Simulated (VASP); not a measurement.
# SbPt (P6_3/mmc) in VASP: notebook

Runs on SbPt. Level: LDA. Tasks: electric field gradients.

All numbers are computed with VASP 6.6.1; they aren't measurements. Logs are shortened: lines on timing, memory, paths and dates and some standing lists are left out, and cuts for length are marked.

## 1. The cell of the first run

It takes space group P6_3/mmc (No. 194, hexagonal). Conventional cell: a = 4.130 Å, b = 4.130 Å, c = 5.417 Å, α = 90.00°, β = 90.00°, γ = 120.00°. Within 3.6 Å of Sb (site symmetry -6m2) lie 6 Pt at 2.74 Å. Pt (site symmetry -3m) has 2 Pt at 2.71 Å and 6 Sb at 2.74 Å within 3.6 Å.

## 2. Electric field gradients, LDA (zz strain of -1 %)

Input file INCAR:

```
SYSTEM = SbPt
ALGO     = Normal         ! electronic algorithm
EDIFF    = 1E-8           ! SCF threshold, eV
ENCUT    = 520            ! plane-wave cutoff, eV
ISIF     = 2              ! what is computed and relaxed
ISMEAR   = -1             ! smearing method
LASPH    = .True.         ! aspherical terms in the spheres
LCHARG   = .False.        ! write CHGCAR
LEFG     = .True.       
LREAL    = .False.        ! projectors in reciprocal space
LWAVE    = .False.        ! write WAVECAR
NBANDS   = 23             ! bands
NELM     = 100            ! most SCF steps
PREC     = Accurate       ! precision mode
SIGMA    = 0.08           ! smearing width, eV
```

Input file KPOINTS:

```
k-points
0
Gamma
  11 11 8
  0 0 0
```

Input file POSCAR:

```
SbPt
1.0
    4.1299978706      0.0000000000      0.0000000000
   -2.0649989353      3.5766830735      0.0000000000
    0.0000000000      0.0000000000      5.4172800000
Sb Pt
2 2
Direct
    0.3333333333      0.6666666667      0.2500000000
    0.6666666667      0.3333333333      0.7500000000
    0.0000000000      0.0000000000      0.0000000000
    0.0000000000      0.0000000000      0.5000000000
```

Potentials or basis: VASP PAW LDA potentials, release 64 (Sb, Pt).

On the command line:

```bash
$ cat potpaw_LDA.64/Sb/POTCAR potpaw_LDA.64/Pt/POTCAR > POTCAR
$ mpirun -np 1 vasp_std > vasp.out
```

OUTCAR:

```text
SYSTEM = SbPt
   EDIFF = 1E-8
   ENCUT = 520
   ISIF = 2
   ISMEAR = -1
   LASPH = .True.
   LREAL = .False.
   NELM = 100
   PREC = Accurate

 ion  position               nearest neighbor table
   1  0.333  0.667  0.250-   3 2.74   4 2.74   3 2.74   4 2.74   3 2.74   4 2.74   2 3.61   2 3.61
                             2 3.61   2 3.61   2 3.61   2 3.61
   2  0.667  0.333  0.750-   3 2.74   4 2.74   3 2.74   4 2.74   3 2.74   4 2.74   1 3.61   1 3.61
                             1 3.61   1 3.61   1 3.61   1 3.61
   3  0.000  0.000  0.000-   4 2.71   4 2.71   1 2.74   2 2.74   1 2.74   2 2.74   2 2.74   1 2.74

   4  0.000  0.000  0.500-   3 2.71   3 2.71   1 2.74   2 2.74   1 2.74   2 2.74   2 2.74   1 2.74

  LATTYP: Found a hexagonal cell.
 ALAT       =     4.1299978706
 C/A-ratio  =     1.3116907489

  Lattice vectors:

 A1 = (   4.1299978706,   0.0000000000,   0.0000000000)
 A2 = (  -2.0649989353,   3.5766830735,   0.0000000000)
 A3 = (   0.0000000000,   0.0000000000,   5.4172800000)

Analysis of symmetry for initial positions (statically):
=====================================================================
 Subroutine PRICEL returns:
 Original cell was already a primitive cell.

 Routine SETGRP: Setting up the symmetry group for a
 hexagonal supercell.

 Subroutine GETGRP returns: Found 24 space group operations
 (whereof 12 operations were pure point group operations)
 out of a pool of 24 trial point group operations.

The static configuration has the point symmetry D_3d.
 The point group associated with its full space group is D_6h.

Analysis of symmetry for dynamics (positions and initial velocities):
=====================================================================
 Subroutine PRICEL returns:
 Original cell was already a primitive cell.

 Routine SETGRP: Setting up the symmetry group for a
 hexagonal supercell.

 Subroutine GETGRP returns: Found 24 space group operations
 (whereof 12 operations were pure point group operations)
 out of a pool of 24 trial point group operations.

The dynamic configuration has the point symmetry D_3d.
 The point group associated with its full space group is D_6h.

 Subroutine INISYM returns: Found 24 space group operations
 (whereof 12 operations are pure point group operations),
 and found     1 'primitive' translations

----------------------------------------------------------------------------------------

                                     Primitive cell

  volume of cell :      80.0224

  direct lattice vectors                    reciprocal lattice vectors
     4.129997871  0.000000000  0.000000000     0.242130875  0.139794326  0.000000000
    -2.064998935  3.576683073  0.000000000     0.000000000  0.279588652  0.000000000
     0.000000000  0.000000000  5.417280000     0.000000000  0.000000000  0.184594483

  length of vectors
     4.129997871  4.129997871  5.417280000     0.279588652  0.279588652  0.184594483

  position of ions in fractional coordinates (direct lattice)
     0.333333333  0.666666667  0.250000000
     0.666666667  0.333333333  0.750000000
     0.000000000  0.000000000  0.000000000
     0.000000000  0.000000000  0.500000000

  ion indices of the primitive-cell ions
   primitive index   ion index
                 1           1
                 2           2
                 3           3
                 4           4

----------------------------------------------------------------------------------------

 KPOINTS: k-points

Automatic generation of k-mesh.
 Grid dimensions read from file:
 generate k-points for:   11   11    8

 Generating k-lattice:

  Cartesian coordinates                     Fractional coordinates (reciprocal lattice)
[... 39 lines left out ...]
  0.090909  0.090909  0.125000     12.000000
  0.181818  0.090909  0.125000     24.000000
 [... further k-points ...]
   k-points           NKPTS =     80   k-points in BZ     NKDIM =     80   number of bands    NBANDS=     23
   number of dos      NEDOS =    301   number of ions     NIONS =      4
   total plane-waves  NPLWV =  40960
   dimension x,y,z NGX =    32 NGY =   32 NGZ =   40
   dimension x,y,z NGXF=    64 NGYF=   64 NGZF=   80
   ions per type =               2   2
   NGX,Y,Z   is equivalent  to a cutoff of  12.88, 12.88, 12.28 a.u.
   NGXF,Y,Z  is equivalent  to a cutoff of  25.76, 25.76, 24.55 a.u.
 SYSTEM =  SbPt
   PREC   = accura    normal or accurate (medium, high low for compatibility)
   ISTART =      0    job   : 0-new  1-cont  2-samecut
   ICHARG =      2    charge: 1-file 2-atom 10-const
   ISPIN  =      1    spin polarized calculation?
   LNONCOLLINEAR =      F non collinear calculations
   LSORBIT =      F    spin-orbit coupling
   LASPH  =      T    aspherical Exc in radial PAW
   ENCUT  =  520.0 eV  38.22 Ry    6.18 a.u.   7.68  7.68 10.07*2*pi/ulx,y,z
   NELM   =    100;   NELMIN=  2; NELMDL= -5     # of ELM steps
   EDIFF  = 0.1E-07   stopping-criterion for ELM
   LREAL  =      F    real-space projection
   EDIFFG = 0.1E-06   stopping-criterion for IOM
   NSW    =      0    number of steps for IOM
   IBRION =     -1    ionic relax: 0-MD 1-quasi-New 2-CG
   NFREE  =      0    steps in history (QN), initial steepest desc. (CG)
   ISIF   =      2    stress and relaxation
   ISYM   =      2    0-nonsym 1-usesym 2-fastsym
   POTIM  = 0.5000    time-step for ionic-motion
   TEBEG  =    0.0;   TEEND  =   0.0 temperature during run
   PSTRESS=    0.0 pullay stress
   NELECT =      30.0000    total number of electrons
   NUPDOWN=      -1.0000    fix difference up-down
   EMIN   =  10.00;   EMAX   =-10.00  energy-range for DOS
   EFERMI =   0.00;   METHOD = LEGACY
   ISMEAR =    -1;   SIGMA  =   0.08  broadening in eV -4-tet -1-fermi 0-gaus
   EFERMI_NEDOS =   21; number of points for ismear=-14 and -15
   IALGO  =     38    algorithm
   IMIX   =      4    mixing-type and parameters
     AMIX     =   0.40;   BMIX     =  1.00
     AMIX_MAG =   1.60;   BMIX_MAG =  1.00
  volume/ion in A,a.u.               =      20.01       135.00
  Fermi-wavevector in a.u.,A,eV,Ry     =   1.180442  2.230712 18.958954  1.393444
  Thomas-Fermi vector in A             =   2.316734
   LORBIT       =      0    0 simple, 1 ext, 2 COOP (PROOUT), +10 PAW based schemes
   GGA     = CA    functional components
   LHFCALC =     F    Hartree Fock is set to
   AEXX    =    0.0000 exact exchange contribution
   IVDW    =     0    specifies the selected vdW correction
   LEPSILON=     F    determine dielectric tensor
   LRPA    =     F    only Hartree local field effects (RPA)
 non-spin polarized calculation
  energy-cutoff  :      520.00
  volume of cell :       80.02
 maximum number of plane-waves:      2187
 NGX is ok and might be reduce to    32
   NGX = 15   NGY = 15   NGZ = 21

 number of electron      29.9999995 magnetization

 Free energy of the ion-electron system (eV)
  ---------------------------------------------------
  ext. energy  EPLUGINS =         0.00000000
  ---------------------------------------------------
  free energy    TOTEN  =       -26.35189716 eV

  energy without entropy =      -26.31170964  energy(sigma->0) =      -26.33180340

 E-fermi :  10.2661     XC(G=0): -11.7080

 val. band max:       10.2607808177   @ k =   0.2727   0.2727   0.1250
 cond. band min:      10.2931852985   @ k =   0.0909  -0.0000   0.1250
 fundamental gap:      0.0324044808
 Fermi energy:        10.2661118695

 k-point     1 :       0.0000    0.0000    0.0000
  band No.  band energies     occupation
      1      -2.8100      2.00000
      2       1.2328      2.00000
      3       3.1765      2.00000
      4       4.1026      2.00000
      5       4.1026      2.00000
      6       4.1288      2.00000
[... 613 lines left out ...]
     22      16.7864      0.00000
     23      17.5951      0.00000

 [... further k-points ...]
[... 5 lines left out ...]
  --------------------------------------------------------------------------------------
  -------------------------------------------------------------------------------------
  Total        0.8591111      0.8591111      1.0735340      0.0000000      0.0000000     -0.0000000
  in kB       17.2007870     17.2007870     21.4938791      0.0000000      0.0000000     -0.0000000
  external PRESSURE =      18.6318177 kB  Pullay stress =       0.0000000 kB

 VOLUME and BASIS-vectors are now :
 -----------------------------------------------------------------------------
  energy-cutoff  :      520.00
  volume of cell :       80.02
      direct lattice vectors                 reciprocal lattice vectors
     4.129997871  0.000000000  0.000000000     0.242130875  0.139794326  0.000000000
    -2.064998935  3.576683073  0.000000000     0.000000000  0.279588652  0.000000000
     0.000000000  0.000000000  5.417280000     0.000000000  0.000000000  0.184594483

 POSITION                                       TOTAL-FORCE (eV/Angst)
 -----------------------------------------------------------------------------------
     -0.00000      2.38446      1.35432        -0.000000      0.000000      0.000000
      2.06500      1.19223      4.06296        -0.000000     -0.000000      0.000000
      0.00000      0.00000      0.00000         0.000000      0.000000      0.000000
      0.00000      0.00000      2.70864         0.000000      0.000000      0.000000
 -----------------------------------------------------------------------------------
    total drift:                               -0.000000      0.000000      0.000000

  FREE ENERGIE OF THE ION-ELECTRON SYSTEM (eV)
  ---------------------------------------------------
  free  energy   TOTEN  =       -26.3518971576 eV

  energy  without entropy=      -26.3117096434  energy(sigma->0) =      -26.33180340

 Electric field gradients (V/A^2)
---------------------------------------------------------------------
 ion       V_xx      V_yy      V_zz      V_xy      V_xz      V_yz
---------------------------------------------------------------------
   1     -11.058   -11.058    22.116    -0.000    -0.000     0.000
   2     -11.058   -11.058    22.116    -0.000     0.000    -0.000
   3      69.239    69.239  -138.478    -0.000    -0.000     0.000
   4      69.239    69.239  -138.478    -0.000     0.000    -0.000
---------------------------------------------------------------------

 Electric field gradients after diagonalization (V/A^2)
 (convention: |V_zz| > |V_xx| > |V_yy|)
----------------------------------------------------------------------
 ion       V_xx      V_yy      V_zz     asymmetry (V_yy - V_xx)/ V_zz
----------------------------------------------------------------------
   1     -11.058   -11.058    22.116       0.000
   2     -11.058   -11.058    22.116       0.000
   3      69.239    69.238  -138.478       0.000
   4      69.239    69.238  -138.478       0.000
----------------------------------------------------------------------

           NMR quadrupolar parameters

 Cq : quadrupolar parameter    Cq=e*Q*V_zz/h
 eta: asymmetry parameters     (V_yy - V_xx)/ V_zz
 Q  : nuclear electric quadrupole moment in mb (millibarn)
----------------------------------------------------------------------
 ion       Cq(MHz)       eta       Q (mb)
----------------------------------------------------------------------
   1       0.053       0.000       1.000
   2       0.053       0.000       1.000
   3      -0.335       0.000       1.000
   4      -0.335       0.000       1.000
----------------------------------------------------------------------
```

Run time: 82 s. Hardware: 1 thread of AMD EPYC 9R45 (Zen 5), shared host; peak memory 0.23 GiB.

What came out:

- Free energy: -26.3519 eV
- Pressure: 1.9 GPa
- Band gap on the k mesh: zero (band 15 reaches 12.63 eV, above the bottom of band 16 at 8.63 eV)

Levels at points of the mesh, in eV from the Fermi level:
```csv
k point,band 11,band 12,band 13,band 14,band 15,band 16,band 17,band 18,band 19,band 20
"(0.00, 0.00, 0.00)",-2.16,-2.16,-0.13,-0.13,0.86,2.33,2.36,3.62,3.62,3.77
"(0.00, 0.00, 0.50)",-3.74,-3.74,-1.21,-1.21,2.37,2.37,2.37,2.37,5.28,5.28
```

Electric field gradients, principal values (V/Å²):
```tsv
atom	least	middle	greatest (by size)
1 Sb	-11.058	-11.058	22.116
2 Sb	-11.058	-11.058	22.116
3 Pt	69.238	69.239	-138.478
4 Pt	69.238	69.239	-138.478
```

Caveat: the cell differs from its parent crystal (zz strain of -1 %); without QUAD_EFG the Cq values of the log hold for a quadrupole moment of 1 mb, not for the nuclei; spin-orbit coupling is left out, which moves the levels of the heavy elements.

## 3. Electric field gradients, LDA (volume scaled by 0.94)

Input file INCAR:

```
SYSTEM = SbPt
ALGO = Normal ; EDIFF = 1E-8
ENCUT = 520 ; GGA = CA
ISIF = 2 ; ISMEAR = -1
LASPH = .TRUE. ; LCHARG = .FALSE.
LEFG = .TRUE. ; LREAL = .FALSE.
LWAVE = .FALSE. ; NBANDS = 23
NELM = 100 ; PREC = Accurate
SIGMA = 0.08
```

Input file KPOINTS:

```
k-points
0
G
  11 11 8
  0 0 0
```

Input file POSCAR:

```
SbPt
1.0
    4.0456885431      0.0000000000      0.0000000000
   -2.0228442715      3.5036690541      0.0000000000
    0.0000000000      0.0000000000      5.3602951869
Sb Pt
2 2
Direct
    0.3333333333      0.6666666667      0.2500000000
    0.6666666667      0.3333333333      0.7500000000
    0.0000000000      0.0000000000      0.0000000000
    0.0000000000      0.0000000000      0.5000000000
```

Potentials or basis: VASP PAW LDA potentials, release 64 (Sb, Pt).

On the command line:

```bash
$ cat potpaw_LDA.64/Sb/POTCAR potpaw_LDA.64/Pt/POTCAR > POTCAR
$ mpirun -np 1 vasp_std > vasp.out
```

OUTCAR:

```text
SYSTEM = SbPt
   EDIFF = 1E-8
   ENCUT = 520
   GGA = CA
   ISIF = 2
   ISMEAR = -1
   LASPH = .TRUE.
   LREAL = .FALSE.
   NELM = 100
   PREC = Accurate

 ion  position               nearest neighbor table
   1  0.333  0.667  0.250-   3 2.69   4 2.69   3 2.69   4 2.69   3 2.69   4 2.69   2 3.56   2 3.56
                             2 3.56   2 3.56   2 3.56   2 3.56
   2  0.667  0.333  0.750-   3 2.69   4 2.69   3 2.69   4 2.69   3 2.69   4 2.69   1 3.56   1 3.56
                             1 3.56   1 3.56   1 3.56   1 3.56
   3  0.000  0.000  0.000-   4 2.68   4 2.68   1 2.69   2 2.69   1 2.69   2 2.69   2 2.69   1 2.69

   4  0.000  0.000  0.500-   3 2.68   3 2.68   1 2.69   2 2.69   1 2.69   2 2.69   2 2.69   1 2.69

  LATTYP: Found a hexagonal cell.
 ALAT       =     4.0456885431
 C/A-ratio  =     1.3249401504

  Lattice vectors:

 A1 = (   4.0456885431,   0.0000000000,   0.0000000000)
 A2 = (  -2.0228442715,   3.5036690541,   0.0000000000)
 A3 = (   0.0000000000,   0.0000000000,   5.3602951869)

Analysis of symmetry for initial positions (statically):
=====================================================================
 Subroutine PRICEL returns:
[... 833 lines left out ...]
      0.00000      0.00000      0.00000         0.000000     -0.000000      0.000000
      0.00000      0.00000      2.68015         0.000000     -0.000000      0.000000
 -----------------------------------------------------------------------------------
    total drift:                               -0.000000      0.000000      0.000000

  FREE ENERGIE OF THE ION-ELECTRON SYSTEM (eV)
  ---------------------------------------------------
  free  energy   TOTEN  =       -26.1931991957 eV

  energy  without entropy=      -26.1540538970  energy(sigma->0) =      -26.17362655

 Electric field gradients (V/A^2)
---------------------------------------------------------------------
 ion       V_xx      V_yy      V_zz      V_xy      V_xz      V_yz
---------------------------------------------------------------------
   1     -13.447   -13.447    26.895    -0.000    -0.000    -0.000
   2     -13.447   -13.447    26.895    -0.000     0.000     0.000
   3      65.635    65.635  -131.270     0.000    -0.000     0.000
   4      65.635    65.635  -131.270     0.000     0.000    -0.000
---------------------------------------------------------------------

 Electric field gradients after diagonalization (V/A^2)
 (convention: |V_zz| > |V_xx| > |V_yy|)
----------------------------------------------------------------------
 ion       V_xx      V_yy      V_zz     asymmetry (V_yy - V_xx)/ V_zz
----------------------------------------------------------------------
   1     -13.448   -13.447    26.895       0.000
   2     -13.448   -13.447    26.895       0.000
   3      65.635    65.635  -131.270       0.000
   4      65.635    65.635  -131.270       0.000
----------------------------------------------------------------------

           NMR quadrupolar parameters

 Cq : quadrupolar parameter    Cq=e*Q*V_zz/h
 eta: asymmetry parameters     (V_yy - V_xx)/ V_zz
 Q  : nuclear electric quadrupole moment in mb (millibarn)
----------------------------------------------------------------------
 ion       Cq(MHz)       eta       Q (mb)
----------------------------------------------------------------------
   1       0.065       0.000       1.000
   2       0.065       0.000       1.000
   3      -0.317       0.000       1.000
   4      -0.317       0.000       1.000
----------------------------------------------------------------------
```

OSZICAR:

```text
N       E                     dE             d eps       ncg     rms          rms(c)
DAV:   1     0.173205083504E+03    0.17321E+03   -0.12477E+04  3680   0.115E+03
DAV:   2    -0.195575923493E+02   -0.19276E+03   -0.18093E+03  4449   0.234E+02
DAV:   3    -0.268005813682E+02   -0.72430E+01   -0.70947E+01  4476   0.494E+01
DAV:   4    -0.268782838445E+02   -0.77702E-01   -0.77664E-01  4003   0.559E+00
DAV:   5    -0.268794244444E+02   -0.11406E-02   -0.11405E-02  4529   0.717E-01    0.163E+01
DAV:   6    -0.263415259119E+02    0.53790E+00   -0.15029E+00  3995   0.975E+00    0.836E+00
DAV:   7    -0.262222076884E+02    0.11932E+00   -0.16904E-01  3772   0.315E+00    0.374E+00
DAV:   8    -0.261935622684E+02    0.28645E-01   -0.58561E-02  4324   0.182E+00    0.301E-01
DAV:   9    -0.261933164408E+02    0.24583E-03   -0.18440E-03  4128   0.257E-01    0.180E-01
DAV:  10    -0.261932059354E+02    0.11051E-03   -0.55509E-04  3883   0.147E-01    0.555E-02
DAV:  11    -0.261931992934E+02    0.66420E-05   -0.13517E-05  4513   0.251E-02    0.190E-02
DAV:  12    -0.261931992837E+02    0.97011E-08   -0.94474E-07  4059   0.689E-03    0.505E-03
DAV:  13    -0.261931991962E+02    0.87429E-07   -0.18866E-07  4331   0.244E-03    0.181E-03
DAV:  14    -0.261931991957E+02    0.56457E-09   -0.12719E-08  2850   0.781E-04
   1 F= -.26193199E+02 E0= -.26173627E+02  d E =-.391453E-01
```

stdout:

```text
POSCAR found type information on POSCAR SbPt
 POSCAR found :  2 types and       4 ions
 scaLAPACK will be used
 LDA part: xc-table for (Slater(with rela. corr.)+CA(PZ))
 , standard interpolation
 POSCAR, INCAR and KPOINTS ok, starting setup
 FFT: planning ... GRIDC
 FFT: planning ... GRID_SOFT
 FFT: planning ... GRID
 WAVECAR not read
 entering main loop
ion   1

ion   2

ion   3

ion   4
```

Wall time 2.4 min (1 thread of Oxide Virtual Turin-like, shared host); peak memory 0.21 GiB.

Results:

```yaml
Free_energy: -26.1932 eV
Pressure: 11.1 GPa
Band_gap_on_the_k_mesh: zero (band 15 reaches 13.68 eV, above the bottom of band 16 at 9.42 eV)
```

Levels at points of the mesh, in eV from the Fermi level:
```tsv
k point	band 11	band 12	band 13	band 14	band 15	band 16	band 17	band 18	band 19	band 20
(0.00, 0.00, 0.00)	-2.42	-2.42	-0.18	-0.18	0.82	2.27	2.39	3.85	3.85	4.34
(0.00, 0.00, 0.50)	-4.08	-4.08	-1.20	-1.20	2.48	2.48	2.48	2.48	5.20	5.20
```

Electric field gradients, principal values (V/Å²):
| atom | least | middle | greatest (by size) |
| --- | --- | --- | --- |
| 1 Sb | -13.447 | -13.448 | 26.895 |
| 2 Sb | -13.447 | -13.448 | 26.895 |
| 3 Pt | 65.635 | 65.635 | -131.270 |
| 4 Pt | 65.635 | 65.635 | -131.270 |

Caveat: without QUAD_EFG the Cq values of the log hold for a quadrupole moment of 1 mb, not for the nuclei; spin-orbit coupling is left out, which moves the levels of the heavy elements.

(Continued in part 2 of 3.)
